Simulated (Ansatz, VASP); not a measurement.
**One calculation of SiO2, two programs**

```xyz
9
Lattice="5.0387 0.0000 0.0000 -2.5193 4.3636 0.0000 0.0000 0.0000 5.4144" Properties=species:S:1:pos:R:3 pbc="T T T"
Si   -1.2597    2.1818    1.8048
Si    1.2597    2.1818    3.6096
Si    2.5193    0.0000    0.0000
O     0.9600    3.4634    4.5120
O     2.5193    2.5631    2.7072
O     3.4794    0.9003    0.9024
O     1.5593    0.9003    4.5120
O     0.0000    1.8005    2.7072
O    -0.9600    3.4634    0.9024
```

Alike in both runs: task single point; functional LDA; k mesh 6 × 6 × 4; occupations gaussian, width 0.02 eV; no spin polarisation.

|  | VASP | Ansatz |
| --- | --- | --- |
| version | VASP 6.6.1 | Ansatz 0.2.0 |
| potentials or method | VASP PAW LDA potentials, release 64 (Si, O), cutoff 520 eV | scalar-relativistic, plane waves, PAW |
| valence electrons in the cell | 48 | 48 |

VASP gave:

```
gap on the k mesh at the Fermi level (eV)                     : 5.56
least direct gap on the mesh (eV)                             : 5.79
pressure (GPa)                                                : 3.7
traceless stress, the component that is largest in VASP (GPa) : 1.04
```

Problem. What did Ansatz give for the same quantities?

Solution. gap on the k mesh at the Fermi level (eV): 5.57; least direct gap on the mesh (eV): 5.79; pressure (GPa): 3.0; traceless stress, the component that is largest in VASP (GPa): 1.01.

LDA's correlation is that of Perdew and Zunger in VASP and of Perdew and Wang (1992) in Ansatz.
